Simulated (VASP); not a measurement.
**BeTe: single point with PBE**

BeTe:

```
Be Te
1.0
     0.00000    2.83146    2.83146
     2.83146    0.00000    2.83146
     2.83146    2.83146    0.00000
Be Te
1 1
Direct
  0.00000 0.00000 0.00000
  0.75000 0.75000 0.75000
```

| Item | Value |
| --- | --- |
| Program | VASP 6.6.1 |
| Task | single point |
| Functional | PBE |
| Potentials or basis | VASP PAW PBE potentials, release 64 (Be, Te) |
| Cutoff | 600 eV |
| k mesh | 5 × 5 × 5 |
| Occupations | methfessel-paxton, width 0.136057 eV |
| Spin | no spin polarisation |

* Pressure: 0.3 GPa
* Band gap on the k mesh: 2.11 eV, indirect (least direct gap 3.62 eV)

Levels at points of the mesh, in eV from the valence-band top:
```
           k point  band 2  band 3  band 4  band 5  band 6  band 7
(0.00, 0.00, 0.00)    0.00    0.00    0.00    3.62    3.62    3.62
```

It took 6.5 s on 1 thread of Intel(R) Xeon(R) Platinum 8488C (Sapphire Rapids), with other jobs on the host, peak memory 0.17 GiB.

Caveat: spin-orbit coupling is left out, which moves the levels of the heavy elements. A k mesh can miss the band edges.
